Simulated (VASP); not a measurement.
Fe: single point with BLYP

Crystal: Fe.

```
Fe
1.0
     2.48583    0.00000    0.00000
    -1.24291    2.15279    0.00000
     0.00000    0.00000    8.14593
Fe
4
Direct
  0.00000 0.00000 0.00000
  0.00000 0.00000 0.50000
  0.33333 0.66667 0.25000
  0.66667 0.33333 0.75000
```

This isn't the form of Fe at room conditions, which is bcc.

```yaml
Program: VASP 6.6.1
Task: single point
Functional: BLYP
Potentials_or_basis: VASP PAW PBE potentials, release 64 (Fe)
Cutoff: 520 eV
k_mesh: 16 × 16 × 5
Occupations: fermi-dirac, width 0.05 eV
Spin: collinear spin, ferrimagnetic start
Starting_moments: "[1.44, -1.095, -0.94, -0.94] μB"
```

```
Pressure                                              : 1.9 GPa
Largest force                                         : 0.141 eV/Å
Net moment                                            : -1.51 μB per cell
Site moments                                          : Fe +1.47, -1.10, -0.93 (each value once) μB
Valence electrons inside the program's atomic spheres : Fe 7.38, 7.39 (each value once)
```

Forces on the atoms (eV/Å):
```
Fe   0.000  0.000  0.000
Fe   0.000  0.000  0.000
Fe   0.000  0.000  0.141
Fe   0.000  0.000 -0.141
```

Stress tensor (GPa, compression positive):
```
2.19 0.00 0.00
0.00 2.19 0.00
0.00 0.00 1.38
```

Levels at points of the mesh, in eV from the Fermi level:
Spin up:
| k point | band 13 | band 14 | band 15 | band 16 | band 17 | band 18 |
| --- | --- | --- | --- | --- | --- | --- |
| (0.00, 0.00, 0.00) | -0.92 | -0.91 | -0.91 | -0.67 | -0.67 | 0.29 |
| (0.50, 0.00, 0.00) | 0.07 | 0.17 | 0.98 | 1.07 | 1.28 | 1.33 |
Spin down:
```
           k point  band 12  band 13  band 14  band 15  band 16  band 17  band 18  band 19  band 20  band 21
(0.00, 0.00, 0.00)    -1.69    -1.63    -1.16    -1.16    -0.62    -0.62    -0.60    -0.60     0.14     0.14
(0.50, 0.00, 0.00)    -1.07    -0.61     0.37     0.50     0.57     0.71     0.83     0.93     0.94     1.65
```

Run time: 7 min on 1 thread of Oxide Virtual Turin-like Processor, with other jobs on the host, peak memory 0.3 GiB.

Caveat: the PAW data sets were made with another functional, which shifts forces and pressure a little.
